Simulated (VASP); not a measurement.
# LiBeF3 in VASP: notebook

Runs on LiBeF3. Level: PBE. Tasks: single point.

Program: VASP 6.6.1. These are calculated values, not measurements. Logs are shortened: lines on timing, memory, paths and dates and some standing lists are left out, and cuts for length are marked.

## 1. The cell of the first run

The structure is orthorhombic, space group Amm2 (No. 38). Conventional cell: a = 2.770 Å, b = 5.231 Å, c = 8.147 Å, α = 90.00°, β = 90.00°, γ = 90.00°. Within 2.6 Å of Li (site symmetry mm2) lie 5 F at 1.94 to 2.04 Å. Be (site symmetry mm2) has 4 F at 1.52 to 1.65 Å within 2.0 Å. Within 2.2 Å of F (site symmetry mm2) lie 2 Be at 1.65 Å and 1 Li at 2.04 Å. F (site symmetry m) has 1 Be at 1.52 Å and 2 Li at 1.94 Å within 2.0 Å.

## 2. Single point, PBE

Contents of INCAR:

```
PREC = Accurate ; ENCUT = 520
EDIFF = 1E-6 ; ISMEAR = 0
SIGMA = 0.1 ; LREAL = False
LASPH = True ; NELM = 80
ALGO = Normal ; ISIF = 2
LWAVE = False ; LCHARG = False
GGA = PE ; NBANDS = 21
```

Contents of KPOINTS:

```
Automatic mesh
0
Gamma
  6 4 4
```

Contents of POSCAR:

```
LiBeF3
1.0
    2.7695239696      0.0000000000      0.0000000000
    0.0000000000      2.6153765733      4.0736984480
    0.0000000000     -2.6153765733      4.0736984480
Li Be F
1 1 3
Direct
    0.5000000000      0.6937090999      0.6937090999
    0.0000000000      0.0547814414      0.0547814414
    0.5000000000      0.9445485858      0.9445485858
    0.0000000000      0.9053081426      0.4011829503
    0.0000000000      0.4011829503      0.9053081426
```

Potentials or basis: VASP PAW PBE potentials, release 64 (Li_sv, Be, F).

On the command line:

```console
$ cat potpaw_PBE.64/Li_sv/POTCAR potpaw_PBE.64/Be/POTCAR potpaw_PBE.64/F/POTCAR > POTCAR
$ mpirun -np 1 vasp_std > vasp.out
```

OUTCAR:

```text
PREC = Accurate
   ENCUT = 520
   EDIFF = 1E-6
   ISMEAR = 0
   LREAL = False
   LASPH = True
   NELM = 80
   ISIF = 2
   GGA = PE

 ion  position               nearest neighbor table
   1  0.500  0.694  0.694-   4 1.94   5 1.94   4 1.94   5 1.94   3 2.04
   2  0.000  0.055  0.055-   4 1.52   5 1.52   3 1.65   3 1.65
   3  0.500  0.945  0.945-   2 1.65   2 1.65   1 2.04
   4  0.000  0.905  0.401-   2 1.52   1 1.94   1 1.94
   5  0.000  0.401  0.905-   2 1.52   1 1.94   1 1.94

  LATTYP: Found a base centered orthorhombic cell.
 ALAT       =     5.2307531466
 B/A-ratio  =     1.5575953725
 C/A-ratio  =     0.5294694458

  Lattice vectors:

 A1 = (   0.0000000000,   2.6153765733,  -4.0736984480)
 A2 = (   0.0000000000,   2.6153765733,   4.0736984480)
 A3 = (   2.7695239696,   0.0000000000,   0.0000000000)

Analysis of symmetry for initial positions (statically):
=====================================================================
 Subroutine PRICEL returns:
 Original cell was already a primitive cell.

 Routine SETGRP: Setting up the symmetry group for a
 base centered orthorhombic supercell.

 Subroutine GETGRP returns: Found  4 space group operations
 (whereof  4 operations were pure point group operations)
 out of a pool of  8 trial point group operations.

The static configuration has the point symmetry C_2v.

Analysis of symmetry for dynamics (positions and initial velocities):
=====================================================================
 Subroutine PRICEL returns:
 Original cell was already a primitive cell.

 Routine SETGRP: Setting up the symmetry group for a
 base centered orthorhombic supercell.

 Subroutine GETGRP returns: Found  4 space group operations
 (whereof  4 operations were pure point group operations)
 out of a pool of  8 trial point group operations.

The dynamic configuration has the point symmetry C_2v.

 Subroutine INISYM returns: Found  4 space group operations
 (whereof  4 operations are pure point group operations),
 and found     1 'primitive' translations

----------------------------------------------------------------------------------------

                                     Primitive cell

  volume of cell :      59.0144

  direct lattice vectors                    reciprocal lattice vectors
     2.769523970  0.000000000  0.000000000     0.361072881  0.000000000  0.000000000
     0.000000000  2.615376573  4.073698448     0.000000000  0.191177058  0.122738589
     0.000000000 -2.615376573  4.073698448     0.000000000 -0.191177058  0.122738589

  length of vectors
     2.769523970  4.840993045  4.840993045     0.361072881  0.227185891  0.227185891

  position of ions in fractional coordinates (direct lattice)
     0.500000000  0.693709100  0.693709100
     0.000000000  0.054781441  0.054781441
     0.500000000  0.944548586  0.944548586
     0.000000000  0.905308143  0.401182950
     0.000000000  0.401182950  0.905308143

  ion indices of the primitive-cell ions
   primitive index   ion index
                 1           1
                 2           2
                 3           3
                 4           4
                 5           5

----------------------------------------------------------------------------------------

 KPOINTS: Automatic mesh

Automatic generation of k-mesh.
 Grid dimensions read from file:
 generate k-points for:    6    4    4

 Generating k-lattice:

  Cartesian coordinates                     Fractional coordinates (reciprocal lattice)
     0.060178814  0.000000000  0.000000000     0.166666667  0.000000000  0.000000000
     0.000000000  0.047794265  0.030684647     0.000000000  0.250000000 -0.000000000
     0.000000000 -0.047794265  0.030684647     0.000000000 -0.000000000  0.250000000

  Length of vectors
     0.060178814  0.056796473  0.056796473

  Shift w.r.t. Gamma in fractional coordinates (k-lattice)
     0.000000000  0.000000000  0.000000000

 Subroutine IBZKPT returns following result:
 ===========================================

 Found     28 irreducible k-points:

 Following reciprocal coordinates:
            Coordinates               Weight
  0.000000  0.000000  0.000000      1.000000
  0.166667  0.000000  0.000000      2.000000
  0.333333  0.000000  0.000000      2.000000
  0.500000  0.000000  0.000000      1.000000
  0.000000  0.250000  0.000000      4.000000
  0.166667  0.250000  0.000000      8.000000
[... 16 lines left out ...]
  0.333333 -0.250000  0.250000      4.000000
  0.500000 -0.250000  0.250000      2.000000
 [... further k-points ...]
   k-points           NKPTS =     28   k-points in BZ     NKDIM =     28   number of bands    NBANDS=     21
   number of dos      NEDOS =    301   number of ions     NIONS =      5
   total plane-waves  NPLWV =  31104
   dimension x,y,z NGX =    24 NGY =   36 NGZ =   36
   dimension x,y,z NGXF=    48 NGYF=   72 NGZF=   72
   ions per type =               1   1   3
   NGX,Y,Z   is equivalent  to a cutoff of  14.41, 12.36, 12.36 a.u.
   NGXF,Y,Z  is equivalent  to a cutoff of  28.81, 24.73, 24.73 a.u.
 SYSTEM =  unknown system
   PREC   = accura    normal or accurate (medium, high low for compatibility)
   ISTART =      0    job   : 0-new  1-cont  2-samecut
   ICHARG =      2    charge: 1-file 2-atom 10-const
   ISPIN  =      1    spin polarized calculation?
   LNONCOLLINEAR =      F non collinear calculations
   LSORBIT =      F    spin-orbit coupling
   LASPH  =      T    aspherical Exc in radial PAW
   ENCUT  =  520.0 eV  38.22 Ry    6.18 a.u.   5.15  9.00  9.00*2*pi/ulx,y,z
   NELM   =     80;   NELMIN=  2; NELMDL= -5     # of ELM steps
   EDIFF  = 0.1E-05   stopping-criterion for ELM
   LREAL  =      F    real-space projection
   EDIFFG = 0.1E-04   stopping-criterion for IOM
   NSW    =      0    number of steps for IOM
   IBRION =     -1    ionic relax: 0-MD 1-quasi-New 2-CG
   NFREE  =      0    steps in history (QN), initial steepest desc. (CG)
   ISIF   =      2    stress and relaxation
   ISYM   =      2    0-nonsym 1-usesym 2-fastsym
   POTIM  = 0.5000    time-step for ionic-motion
   TEBEG  =    0.0;   TEEND  =   0.0 temperature during run
   PSTRESS=    0.0 pullay stress
   NELECT =      26.0000    total number of electrons
   NUPDOWN=      -1.0000    fix difference up-down
   EMIN   =  10.00;   EMAX   =-10.00  energy-range for DOS
   EFERMI =   0.00;   METHOD = LEGACY
   ISMEAR =     0;   SIGMA  =   0.10  broadening in eV -4-tet -1-fermi 0-gaus
   EFERMI_NEDOS =   21; number of points for ismear=-14 and -15
   IALGO  =     38    algorithm
   IMIX   =      4    mixing-type and parameters
     AMIX     =   0.40;   BMIX     =  1.00
     AMIX_MAG =   1.60;   BMIX_MAG =  1.00
  volume/ion in A,a.u.               =      11.80        79.65
  Fermi-wavevector in a.u.,A,eV,Ry     =   1.245699  2.354030 21.113067  1.551767
  Thomas-Fermi vector in A             =   2.379910
   LORBIT       =      0    0 simple, 1 ext, 2 COOP (PROOUT), +10 PAW based schemes
   GGA     = PE    functional components
   LHFCALC =     F    Hartree Fock is set to
   AEXX    =    0.0000 exact exchange contribution
   IVDW    =     0    specifies the selected vdW correction
   LEPSILON=     F    determine dielectric tensor
   LRPA    =     F    only Hartree local field effects (RPA)
 non-spin polarized calculation
 Gauss-broadening in eV      SIGMA  =   0.10
  energy-cutoff  :      520.00
  volume of cell :       59.01
 maximum number of plane-waves:      1614
 NGX is ok and might be reduce to    24
   NGX = 11   NGY = 17   NGZ = 17

 number of electron      25.9999975 magnetization

 Free energy of the ion-electron system (eV)
  ---------------------------------------------------
  ext. energy  EPLUGINS =         0.00000000
  ---------------------------------------------------
  free energy    TOTEN  =       -26.79805188 eV

  energy without entropy =      -26.79805188  energy(sigma->0) =      -26.79805188

 E-fermi :  -2.6512     XC(G=0):  -8.0844

 val. band max:       -3.1803050573   @ k =   0.5000   0.5000   0.5000
 cond. band min:       4.3417289222   @ k =   0.0000   0.0000   0.0000
 fundamental gap:      7.5220339794
 Fermi energy:        -2.6512434297

 k-point     1 :       0.0000    0.0000    0.0000
  band No.  band energies     occupation
      1     -43.9364      2.00000
      2     -24.3602      2.00000
      3     -23.1711      2.00000
      4     -23.0398      2.00000
      5      -7.1052      2.00000
      6      -6.2611      2.00000
[... 13 lines left out ...]
     20      13.9520      0.00000
     21      14.0439      0.00000

 k-point     2 :       0.1667    0.0000    0.0000
  band No.  band energies     occupation
      1     -43.9299      2.00000
      2     -24.2792      2.00000
      3     -23.1559      2.00000
      4     -22.9793      2.00000
      5      -7.0183      2.00000
      6      -6.3591      2.00000
[... 13 lines left out ...]
     20      13.5704      0.00000
     21      14.6174      0.00000

 k-point     3 :       0.3333    0.0000    0.0000
  band No.  band energies     occupation
      1     -43.9171      2.00000
      2     -24.1024      2.00000
      3     -23.1364      2.00000
      4     -22.8561      2.00000
      5      -7.1589      2.00000
      6      -6.7647      2.00000
[... 13 lines left out ...]
     20      13.0508      0.00000
     21      13.8526      0.00000
[... 457 lines left out ...]
 k-point    23 :       0.3333   -0.2500    0.2500
  band No.  band energies     occupation
      1     -43.9171      2.00000
      2     -24.0889      2.00000
      3     -23.0184      2.00000
      4     -22.9975      2.00000
      5      -7.2886      2.00000
      6      -6.4270      2.00000
[... 13 lines left out ...]
     20      13.7869      0.00000
     21      14.7701      0.00000

 k-point    24 :       0.5000   -0.2500    0.2500
  band No.  band energies     occupation
      1     -43.9106      2.00000
      2     -24.0033      2.00000
      3     -22.9748      2.00000
      4     -22.9608      2.00000
      5      -7.6269      2.00000
      6      -6.5530      2.00000
[... 13 lines left out ...]
     20      13.1943      0.00000
     21      14.3105      0.00000

 [... further k-points ...]

------------------------ aborting loop because EDIFF is reached ----------------------------------------

  FORCE on cell =-STRESS in cart. coord.  units (eV):
  Direction    XX          YY          ZZ          XY          YZ          ZX
  --------------------------------------------------------------------------------------
  -------------------------------------------------------------------------------------
  Total       -0.0487654     -0.0182504     -0.0403788      0.0000000      0.0000000      0.0000000
  in kB       -1.3239285     -0.4954781     -1.0962396      0.0000000      0.0000000      0.0000000
  external PRESSURE =      -0.9718821 kB  Pullay stress =       0.0000000 kB

 VOLUME and BASIS-vectors are now :
 -----------------------------------------------------------------------------
  energy-cutoff  :      520.00
  volume of cell :       59.01
      direct lattice vectors                 reciprocal lattice vectors
     2.769523970  0.000000000  0.000000000     0.361072881  0.000000000  0.000000000
     0.000000000  2.615376573  4.073698448     0.000000000  0.191177058  0.122738589
     0.000000000 -2.615376573  4.073698448     0.000000000 -0.191177058  0.122738589

 POSITION                                       TOTAL-FORCE (eV/Angst)
 -----------------------------------------------------------------------------------
      1.38476      0.00000      5.65192         0.000000     -0.000000      0.013683
      0.00000      0.00000      0.44633         0.000000     -0.000000     -0.013943
      1.38476      0.00000      7.69561         0.000000     -0.000000     -0.027199
      0.00000      1.31848      5.32225         0.000000     -0.030328      0.013729
      0.00000     -1.31848      5.32225         0.000000      0.030328      0.013729
 -----------------------------------------------------------------------------------
    total drift:                                0.000000     -0.000000      0.000702

  FREE ENERGIE OF THE ION-ELECTRON SYSTEM (eV)
  ---------------------------------------------------
  free  energy   TOTEN  =       -26.7980518787 eV

  energy  without entropy=      -26.7980518787  energy(sigma->0) =      -26.79805188
```

Run time: 44 s. Hardware: 1 thread of Intel Xeon 8259CL, shared host; peak memory 0.19 GiB.

What came out:

```
Free energy            : -26.7981 eV
Largest force          : 0.033 eV/Å
Band gap on the k mesh : 7.52 eV (least direct gap 7.57 eV)
```

Forces on the atoms (eV/Å):
```
Li   0.000  0.000  0.014
Be   0.000  0.000 -0.014
F    0.000  0.000 -0.027
F    0.000 -0.030  0.014
F    0.000  0.030  0.014
```

Caveat: the cutoff is under 1.25 times the usual one of these potentials, so pressure, stress and relaxed cells hold a basis-set (Pulay) error.

(Continued in part 2 of 2.)
